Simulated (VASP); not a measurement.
Wanted: the native input for a VASP 6.6.1 run.

```yaml
Task: single point
Functional: r2SCAN
Potentials_or_basis: VASP PAW PBE potentials, release 64 (Te)
Cutoff: 520 eV
k_mesh: 18 × 18 × 18
Occupations: gaussian, width 0.15 eV
Spin: no spin polarisation
Dipole_correction: no
Further_INCAR_settings: ALGO = Normal; EDIFF = 1e-06; NBANDS = 9
```

Crystal: Te.

```xyz
1
Lattice="2.4840 1.4341 1.4572 -2.4840 1.4341 1.4572 0.0000 -2.8682 1.4572" Properties=species:S:1:pos:R:3 pbc="T T T"
Te    0.0000    0.0000    2.1858
```

This cell differs from its parent crystal: ratio of the length along z to the lengths across it x 0.8, volume and fractional coordinates fixed.

The input as run:

POSCAR

```
Te
1.0
    2.4839601539      1.4341150635      1.4572197276
   -2.4839601539      1.4341150635      1.4572197276
    0.0000000000     -2.8682301270      1.4572197276
Te
1
Direct
    0.5000000000      0.5000000000      0.5000000000
```

INCAR.step1

```
PREC = Accurate ; ENCUT = 520
ISMEAR = 0 ; SIGMA = 0.15
LREAL = F ; LASPH = T
NELM = 80 ; NBANDS = 9
GGA = PE ; ALGO = Normal
EDIFF = 1E-4 ; LWAVE = T
LCHARG = F
```

INCAR.step2

```
PREC = Accurate ; ENCUT = 520
EDIFF = 1E-6 ; ISMEAR = 0
SIGMA = 0.15 ; LREAL = F
LASPH = T ; NELM = 80
ALGO = Normal ; ISIF = 2
LWAVE = F ; LCHARG = F
METAGGA = R2SCAN ; LMIXTAU = T
NBANDS = 9 ; ISTART = 1
```

KPOINTS

```
regular mesh
0
Gamma
  18 18 18
```

Potentials or basis: VASP PAW PBE potentials, release 64 (Te).

The run is started by

```sh
$ cat potpaw_PBE.64/Te/POTCAR > POTCAR
$ cp INCAR.step1 INCAR
$ mpirun -np 1 vasp_std > vasp.out
$ cp INCAR.step2 INCAR
$ mpirun -np 1 vasp_std > vasp.out
```

It gave:

```json
{"Pressure": "-1.2 GPa", "Band gap on the k mesh": "zero (bands 3 and 4 overlap by 5.05 eV)"}
```

Caveat: the PAW data sets were made with another functional, which shifts forces and pressure a little; spin-orbit coupling is left out, which moves the levels of the heavy elements.

Run time: 120 s on 1 thread of Intel(R) Xeon(R) 6975P-C (Granite Rapids), on a shared host, peak memory 0.26 GiB.
